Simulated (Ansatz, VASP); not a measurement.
# CdF2: VASP beside Ansatz

POSCAR

```
CdF2
1.0
    0.0000000000      2.6131800000      2.7344100000
    2.6131800000      0.0000000000      2.7344100000
    2.6131800000      2.6131800000      0.0000000000
Cd F
1 2
Direct
    0.0000000000      0.0000000000      0.0000000000
    0.2500000000      0.2500000000      0.2500000000
    0.7500000000      0.7500000000      0.7500000000
```

INCAR.step1

```
PREC = Accurate
ENCUT = 520
ISMEAR = 0
SIGMA = 0.05
LREAL = False
LASPH = True
NELM = 80
NBANDS = 20
GGA = PE
ALGO = Normal
EDIFF = 1E-4
LWAVE = True
LCHARG = False
```

Contents of INCAR.step2:

```
PREC = Accurate
ENCUT = 520
EDIFF = 1E-7
ISMEAR = 0
SIGMA = 0.05
LREAL = False
LASPH = True
NELM = 80
ALGO = Normal
ISIF = 2
LWAVE = False
LCHARG = False
METAGGA = R2SCAN
LMIXTAU = True
NBANDS = 20
ISTART = 1
```

The input KPOINTS:

```
regular mesh
0
Gamma
  8 8 8
```

Input for Ansatz:

```yaml
crystal:
  lattice:
    - [0.0, 2.61318, 2.73441]
    - [2.61318, 0.0, 2.73441]
    - [2.61318, 2.61318, 0.0]
  atoms:
    - { symbol: Cd, position: [0.0, 0.0, 0.0] }
    - { symbol: F, position: [0.25, 0.25, 0.25] }
    - { symbol: F, position: [0.75, 0.75, 0.75] }
basis:
  ecutwfc: 500
kpoints:
  mp_grid: { grid: [8, 8, 8] }
hamiltonian:
  xc: r2scan
scf:
  occupations: { method: gaussian, width: 0.05 }
output:
  forces: true
  stress: true
  eigenvalues: true
```

Change from the starting cell: strain -0.030 along x and y, +0.015 along z, atoms carried along.

Alike in both runs: task single point; functional r2SCAN; k mesh 8 × 8 × 8; occupations gaussian, width 0.05 eV; no spin polarisation.

|  | VASP | Ansatz |
| --- | --- | --- |
| version | VASP 6.6.1 | Ansatz 0.2.0 |
| potentials or method | VASP PAW PBE potentials, release 64 (Cd, F), cutoff 520 eV | scalar-relativistic, plane waves, PAW |
| valence electrons in the cell | 26 | 34 |

VASP gave:

- gap on the k mesh at the Fermi level (eV): 3.86
- least direct gap on the mesh (eV): 4.24
- pressure (GPa): 7.1
- traceless stress, the component that is largest in VASP (GPa): -3.54

Q: What did Ansatz give for the same quantities?

A: gap on the k mesh at the Fermi level (eV): 3.90; least direct gap on the mesh (eV): 4.30; pressure (GPa): 5.8; traceless stress, the component that is largest in VASP (GPa): -3.60.

VASP's potentials were made for PBE, not for r2SCAN. VASP's potentials hold 26 valence electrons a cell and Ansatz's 34, so a difference there can come from the potentials and not from the codes.
